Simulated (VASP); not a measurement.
Crystal: Nb.

```xyz
1
Lattice="-1.6563 1.6563 1.6563 1.6563 -1.6563 1.6563 1.6563 1.6563 -1.6563" Properties=species:S:1:pos:R:3 pbc="T T T"
Nb    0.0000    0.0000    0.0000
```

Base run:

```yaml
Program: VASP 6.6.1
Functional: PBEsol
Potentials_or_basis: VASP PAW PBE potentials, release 64 (Nb_sv)
Cutoff: 500 eV
k_mesh: 11 × 11 × 11
Occupations: methfessel-paxton, width 0.05 eV
Spin: no spin polarisation
```

Its results: pressure -5.6 GPa.

Q: The run is repeated on the same cell with these changes: functional from PBEsol to PBE; k mesh from 11 × 11 × 11 to 8 × 8 × 8. What comes out?

A: Pressure -0.3 GPa.

Several settings changed at once, so the effect can't be laid on one alone.

Caveats: the PAW data sets were made with another functional, which shifts forces and pressure a little (some runs).
